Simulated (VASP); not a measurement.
# BiAs (P6_3mc) in VASP: a series of runs

BiAs is run at these levels: PBE; tasks: single point.

Everything below comes from runs of VASP 6.6.1. Logs are shortened: lines on timing, memory, paths and dates and some standing lists are left out, and cuts for length are marked.

## (1) The cell of the first run

Symmetry: P6_3mc, No. 186, hexagonal system. Conventional cell: a = 4.424 Å, b = 4.424 Å, c = 14.558 Å, α = 90.00°, β = 90.00°, γ = 120.00°. Bi (site symmetry 3m) has 4 As at 2.72 Å within 3.6 Å. Bi (site symmetry 3m) has 4 As at 2.72 Å within 3.6 Å. As (site symmetry 3m) has 4 Bi at 2.72 Å within 3.6 Å. Within 3.6 Å of As (site symmetry 3m) lie 4 Bi at 2.72 Å.

## (2) Single point, PBE

INCAR

```
  PREC = Accurate
  ENCUT = 520
  EDIFF = 1E-6
  ISMEAR = 0
  SIGMA = 0.1
  LREAL = False
  LASPH = True
  NELM = 60
  ALGO = Normal
  ISIF = 2
  LWAVE = False
  LCHARG = False
  GGA = PE
  NBANDS = 50
```

KPOINTS

```
Automatic mesh
0
Gamma
  6 6 2
```

POSCAR

```
BiAs
1.0
    4.4240000000      0.0000000000      0.0000000000
   -2.2120000000      3.8312963900      0.0000000000
    0.0000000000      0.0000000000     14.5577366800
Bi As
4 4
Direct
    0.6666666700      0.3333333300      0.1865674600
    0.0000000000      0.0000000000      0.4365674600
    0.3333333300      0.6666666700      0.6865674600
    0.0000000000      0.0000000000      0.9365674600
    0.6666666700      0.3333333300      0.0000000000
    0.0000000000      0.0000000000      0.2500000000
    0.3333333300      0.6666666700      0.5000000000
    0.0000000000      0.0000000000      0.7500000000
```

Potentials or basis: VASP PAW PBE potentials, release 64 (Bi_d, As).

On the command line:

```console
$ cat potpaw_PBE.64/Bi_d/POTCAR potpaw_PBE.64/As/POTCAR > POTCAR
$ mpirun -np 1 vasp_std > vasp.out
```

OUTCAR:

```text
PREC = Accurate
   ENCUT = 520
   EDIFF = 1E-6
   ISMEAR = 0
   LREAL = False
   LASPH = True
   NELM = 60
   ISIF = 2
   GGA = PE

 ion  position               nearest neighbor table
   1  0.667  0.333  0.187-   5 2.72   6 2.72   6 2.72   6 2.72
   2  0.000  0.000  0.437-   6 2.72   7 2.72   7 2.72   7 2.72
   3  0.333  0.667  0.687-   7 2.72   8 2.72   8 2.72   8 2.72
   4  0.000  0.000  0.937-   8 2.72   5 2.72   5 2.72   5 2.72
   5  0.667  0.333  0.000-   1 2.72   4 2.72   4 2.72   4 2.72
   6  0.000  0.000  0.250-   2 2.72   1 2.72   1 2.72   1 2.72
   7  0.333  0.667  0.500-   3 2.72   2 2.72   2 2.72   2 2.72
   8  0.000  0.000  0.750-   4 2.72   3 2.72   3 2.72   3 2.72

  LATTYP: Found a hexagonal cell.
 ALAT       =     4.4240000000
 C/A-ratio  =     3.2906276401

  Lattice vectors:

 A1 = (   4.4240000000,   0.0000000000,   0.0000000000)
 A2 = (  -2.2120000000,   3.8312963900,   0.0000000000)
 A3 = (   0.0000000000,   0.0000000000,  14.5577366800)

Analysis of symmetry for initial positions (statically):
=====================================================================
 Subroutine PRICEL returns:
 Original cell was already a primitive cell.

 Routine SETGRP: Setting up the symmetry group for a
 hexagonal supercell.

 Subroutine GETGRP returns: Found 12 space group operations
 (whereof  6 operations were pure point group operations)
 out of a pool of 24 trial point group operations.

The static configuration has the point symmetry C_3v.
 The point group associated with its full space group is C_6v.

Analysis of symmetry for dynamics (positions and initial velocities):
=====================================================================
 Subroutine PRICEL returns:
 Original cell was already a primitive cell.

 Routine SETGRP: Setting up the symmetry group for a
 hexagonal supercell.

 Subroutine GETGRP returns: Found 12 space group operations
 (whereof  6 operations were pure point group operations)
 out of a pool of 24 trial point group operations.

The dynamic configuration has the point symmetry C_3v.
 The point group associated with its full space group is C_6v.

 Subroutine INISYM returns: Found 12 space group operations
 (whereof  6 operations are pure point group operations),
 and found     1 'primitive' translations

----------------------------------------------------------------------------------------

                                     Primitive cell

  volume of cell :     246.7486

  direct lattice vectors                    reciprocal lattice vectors
     4.424000000  0.000000000  0.000000000     0.226039783  0.130504129  0.000000000
    -2.212000000  3.831296390  0.000000000     0.000000000  0.261008259  0.000000000
     0.000000000  0.000000000 14.557736680     0.000000000  0.000000000  0.068691997

  length of vectors
     4.424000000  4.424000003 14.557736680     0.261008259  0.261008259  0.068691997

  position of ions in fractional coordinates (direct lattice)
     0.666666670  0.333333330  0.186567460
     0.000000000  0.000000000  0.436567460
     0.333333330  0.666666670  0.686567460
     0.000000000  0.000000000  0.936567460
     0.666666670  0.333333330  0.000000000
     0.000000000  0.000000000  0.250000000
     0.333333330  0.666666670  0.500000000
     0.000000000  0.000000000  0.750000000

  ion indices of the primitive-cell ions
   primitive index   ion index
                 1           1
                 2           2
                 3           3
                 4           4
                 5           5
                 6           6
                 7           7
                 8           8

----------------------------------------------------------------------------------------

 KPOINTS: Automatic mesh

Automatic generation of k-mesh.
 Grid dimensions read from file:
 generate k-points for:    6    6    2

 Generating k-lattice:

  Cartesian coordinates                     Fractional coordinates (reciprocal lattice)
     0.037673297  0.021750688  0.000000000     0.166666667 -0.000000000  0.000000000
     0.000000000  0.043501376  0.000000000     0.000000000  0.166666667  0.000000000
     0.000000000  0.000000000  0.034345998     0.000000000  0.000000000  0.500000000

  Length of vectors
     0.043501377  0.043501376  0.034345998

  Shift w.r.t. Gamma in fractional coordinates (k-lattice)
     0.000000000  0.000000000  0.000000000

 Subroutine IBZKPT returns following result:
 ===========================================

 Found     14 irreducible k-points:

 Following reciprocal coordinates:
            Coordinates               Weight
  0.000000  0.000000  0.000000      1.000000
  0.166667  0.000000  0.000000      6.000000
  0.333333  0.000000  0.000000      6.000000
  0.500000  0.000000  0.000000      3.000000
  0.166667  0.166667  0.000000      6.000000
  0.333333  0.166667  0.000000     12.000000
  0.333333  0.333333  0.000000      2.000000
  0.000000  0.000000  0.500000      1.000000
  0.166667  0.000000  0.500000      6.000000
  0.333333  0.000000  0.500000      6.000000
  0.500000  0.000000  0.500000      3.000000
  0.166667  0.166667  0.500000      6.000000
  0.333333  0.166667  0.500000     12.000000
  0.333333  0.333333  0.500000      2.000000
   k-points           NKPTS =     14   k-points in BZ     NKDIM =     14   number of bands    NBANDS=     50
   number of dos      NEDOS =    301   number of ions     NIONS =      8
   total plane-waves  NPLWV = 139968
   dimension x,y,z NGX =    36 NGY =   36 NGZ =  108
   dimension x,y,z NGXF=    72 NGYF=   72 NGZF=  216
   ions per type =               4   4
   NGX,Y,Z   is equivalent  to a cutoff of  13.53, 13.53, 12.33 a.u.
   NGXF,Y,Z  is equivalent  to a cutoff of  27.06, 27.06, 24.67 a.u.
 SYSTEM =  unknown system
   PREC   = accura    normal or accurate (medium, high low for compatibility)
   ISTART =      0    job   : 0-new  1-cont  2-samecut
   ICHARG =      2    charge: 1-file 2-atom 10-const
   ISPIN  =      1    spin polarized calculation?
   LNONCOLLINEAR =      F non collinear calculations
   LSORBIT =      F    spin-orbit coupling
   LASPH  =      T    aspherical Exc in radial PAW
   ENCUT  =  520.0 eV  38.22 Ry    6.18 a.u.   8.23  8.23 27.07*2*pi/ulx,y,z
   NELM   =     60;   NELMIN=  2; NELMDL= -5     # of ELM steps
   EDIFF  = 0.1E-05   stopping-criterion for ELM
   LREAL  =      F    real-space projection
   EDIFFG = 0.1E-04   stopping-criterion for IOM
   NSW    =      0    number of steps for IOM
   IBRION =     -1    ionic relax: 0-MD 1-quasi-New 2-CG
   NFREE  =      0    steps in history (QN), initial steepest desc. (CG)
   ISIF   =      2    stress and relaxation
   ISYM   =      2    0-nonsym 1-usesym 2-fastsym
   POTIM  = 0.5000    time-step for ionic-motion
   TEBEG  =    0.0;   TEEND  =   0.0 temperature during run
   PSTRESS=    0.0 pullay stress
   NELECT =      80.0000    total number of electrons
   NUPDOWN=      -1.0000    fix difference up-down
   EMIN   =  10.00;   EMAX   =-10.00  energy-range for DOS
   EFERMI =   0.00;   METHOD = LEGACY
   ISMEAR =     0;   SIGMA  =   0.10  broadening in eV -4-tet -1-fermi 0-gaus
   EFERMI_NEDOS =   21; number of points for ismear=-14 and -15
   IALGO  =     38    algorithm
   IMIX   =      4    mixing-type and parameters
     AMIX     =   0.40;   BMIX     =  1.00
     AMIX_MAG =   1.60;   BMIX_MAG =  1.00
  volume/ion in A,a.u.               =      30.84       208.14
  Fermi-wavevector in a.u.,A,eV,Ry     =   1.124657  2.125293 17.209361  1.264852
  Thomas-Fermi vector in A             =   2.261330
   LORBIT       =      0    0 simple, 1 ext, 2 COOP (PROOUT), +10 PAW based schemes
   GGA     = PE    functional components
   LHFCALC =     F    Hartree Fock is set to
   AEXX    =    0.0000 exact exchange contribution
   IVDW    =     0    specifies the selected vdW correction
   LEPSILON=     F    determine dielectric tensor
   LRPA    =     F    only Hartree local field effects (RPA)
 non-spin polarized calculation
 Gauss-broadening in eV      SIGMA  =   0.10
  energy-cutoff  :      520.00
  volume of cell :      246.75
 maximum number of plane-waves:      6697
 NGX is ok and might be reduce to    36
   NGX = 17   NGY = 17   NGZ = 55

 number of electron      80.0000010 magnetization

 Free energy of the ion-electron system (eV)
  ---------------------------------------------------
  ext. energy  EPLUGINS =         0.00000000
  ---------------------------------------------------
  free energy    TOTEN  =       -31.13434438 eV

  energy without entropy =      -31.12421215  energy(sigma->0) =      -31.12927827

 E-fermi :   5.6496     XC(G=0):  -9.0973

 val. band max:        5.5977616189   @ k =   0.5000   0.0000   0.0000
 cond. band min:       5.7409365329   @ k =   0.3333   0.0000   0.0000
 fundamental gap:      0.1431749140
 Fermi energy:         5.6496051695

 k-point     1 :       0.0000    0.0000    0.0000
  band No.  band energies     occupation
      1     -17.8282      2.00000
      2     -17.8276      2.00000
      3     -17.8262      2.00000
      4     -17.8262      2.00000
      5     -17.8255      2.00000
      6     -17.8255      2.00000
[... 42 lines left out ...]
     49       7.6578      0.00000
     50       7.6594      0.00000

 k-point     2 :       0.1667    0.0000    0.0000
  band No.  band energies     occupation
      1     -17.8326      2.00000
      2     -17.8322      2.00000
      3     -17.8236      2.00000
      4     -17.8234      2.00000
      5     -17.8230      2.00000
      6     -17.8221      2.00000
[... 42 lines left out ...]
     49       7.7884      0.00000
     50       8.4404      0.00000

 k-point     3 :       0.3333    0.0000    0.0000
  band No.  band energies     occupation
      1     -17.8402      2.00000
      2     -17.8384      2.00000
      3     -17.8222      2.00000
      4     -17.8209      2.00000
      5     -17.8172      2.00000
      6     -17.8161      2.00000
[... 572 lines left out ...]
     49       9.3539      0.00000
     50       9.3539      0.00000

 k-point    14 :       0.3333    0.3333    0.5000
  band No.  band energies     occupation
      1     -17.8378      2.00000
      2     -17.8378      2.00000
      3     -17.8222      2.00000
      4     -17.8222      2.00000
      5     -17.8161      2.00000
      6     -17.8161      2.00000
[... 42 lines left out ...]
     49       9.2533      0.00000
     50       9.2656      0.00000

------------------------ aborting loop because EDIFF is reached ----------------------------------------

  FORCE on cell =-STRESS in cart. coord.  units (eV):
  Direction    XX          YY          ZZ          XY          YZ          ZX
  --------------------------------------------------------------------------------------
  -------------------------------------------------------------------------------------
  Total       19.1913580     19.1913581     17.4371088      0.0000000      0.0000000      0.0000000
  in kB      124.6124865    124.6124867    113.2218720      0.0000000      0.0000000      0.0000000
  external PRESSURE =     120.8156151 kB  Pullay stress =       0.0000000 kB

 VOLUME and BASIS-vectors are now :
 -----------------------------------------------------------------------------
  energy-cutoff  :      520.00
  volume of cell :      246.75
      direct lattice vectors                 reciprocal lattice vectors
     4.424000000  0.000000000  0.000000000     0.226039783  0.130504129  0.000000000
    -2.212000000  3.831296390  0.000000000     0.000000000  0.261008259  0.000000000
     0.000000000  0.000000000 14.557736680     0.000000000  0.000000000  0.068691997

 POSITION                                       TOTAL-FORCE (eV/Angst)
 -----------------------------------------------------------------------------------
      2.21200      1.27710      2.71600         0.000000     -0.000000     -0.108865
      0.00000      0.00000      6.35543         0.000000     -0.000000      0.015195
     -0.00000      2.55420      9.99487        -0.000000      0.000000     -0.108865
      0.00000      0.00000     13.63430        -0.000000      0.000000      0.015195
      2.21200      1.27710      0.00000         0.000000     -0.000000      0.154480
      0.00000      0.00000      3.63943         0.000000     -0.000000     -0.060810
     -0.00000      2.55420      7.27887        -0.000000      0.000000      0.154480
      0.00000      0.00000     10.91830        -0.000000      0.000000     -0.060810
 -----------------------------------------------------------------------------------
    total drift:                               -0.000000     -0.000000      0.001320

  FREE ENERGIE OF THE ION-ELECTRON SYSTEM (eV)
  ---------------------------------------------------
  free  energy   TOTEN  =       -31.1343443810 eV

  energy  without entropy=      -31.1242121500  energy(sigma->0) =      -31.12927827
```

It took 2.1 min on 1 thread of Intel Xeon 6975P-C (Granite Rapids), shared host; peak memory 0.41 GiB.

What came out:

- Free energy: -31.1343 eV
- Pressure: 12.1 GPa
- Largest force: 0.154 eV/Å
- Band gap on the k mesh: zero (bands 40 and 41 overlap by 0.49 eV)

Forces on the atoms (eV/Å):
```
Bi   0.000  0.000 -0.109
Bi   0.000  0.000  0.015
Bi   0.000  0.000 -0.109
Bi   0.000  0.000  0.015
As   0.000  0.000  0.154
As   0.000  0.000 -0.061
As   0.000  0.000  0.154
As   0.000  0.000 -0.061
```

Caveat: the cell stands under pressure; spin-orbit coupling is left out, which moves the levels of the heavy elements.

## (3) Single point, PBE

This run uses another cell than the first one, of 34.75 Å³/atom.

INCAR

```
PREC = Accurate ; ENCUT = 520
EDIFF = 1E-7 ; ISMEAR = 0
SIGMA = 0.1 ; LREAL = F
LASPH = T ; NELM = 80
ALGO = Normal ; ISIF = 2
LWAVE = F ; LCHARG = F
GGA = PE ; NBANDS = 50
```

KPOINTS is that of step 2.

POSCAR

```
BiAs
1.0
    5.0567235788      0.0000000000      0.0000000000
   -2.5283617894      4.3792510791      0.0000000000
    0.0000000000      0.0000000000     12.5546867636
Bi As
4 4
Direct
    0.6666666667      0.3333333333      0.2062841531
    0.0000000000      0.0000000000      0.4542540583
    0.3333333333      0.6666666667      0.7062841531
    0.0000000000      0.0000000000      0.9542540583
    0.6666666667      0.3333333333     -0.0188021297
    0.0000000000      0.0000000000      0.2313988383
    0.3333333333      0.6666666667      0.4811978703
    0.0000000000      0.0000000000      0.7313988383
```

Potentials or basis: VASP PAW PBE potentials, release 64 (Bi_d, As).

On the command line:

```console
$ cat potpaw_PBE.64/Bi_d/POTCAR potpaw_PBE.64/As/POTCAR > POTCAR
$ mpirun -np 1 vasp_std > vasp.out
```

It took 2.8 min on 1 thread of Intel Xeon 6975P-C (Granite Rapids), shared host; peak memory 0.46 GiB.

The run converged. Its results:

```yaml
Free_energy: -33.5590 eV
Pressure: 0.0 GPa
Largest_force: 0.016 eV/Å
Band_gap_on_the_k_mesh: 0.26 eV (least direct gap 0.53 eV)
```

Forces in eV/Å, atoms in the order of the input:
```
Bi   0.000  0.000  0.013
Bi   0.000  0.000  0.010
Bi   0.000  0.000  0.013
Bi   0.000  0.000  0.010
As   0.000  0.000 -0.016
As   0.000  0.000 -0.007
As   0.000  0.000 -0.016
As   0.000  0.000 -0.007
```

Levels at points of the mesh, in eV from the valence-band top:
| k point | band 38 | band 39 | band 40 | band 41 | band 42 | band 43 |
| --- | --- | --- | --- | --- | --- | --- |
| (0.00, 0.00, 0.00) | -1.95 | -1.95 | -1.45 | 0.48 | 0.48 | 0.72 |
| (0.50, 0.00, 0.00) | -1.85 | -1.71 | -1.03 | 0.26 | 1.45 | 1.97 |
| (0.00, 0.00, 0.50) | -2.24 | -1.22 | -1.22 | 0.66 | 0.66 | 0.66 |
| (0.50, 0.00, 0.50) | -2.12 | -1.02 | -1.02 | 1.42 | 1.42 | 2.01 |

Caveat: spin-orbit coupling is left out, which moves the levels of the heavy elements.
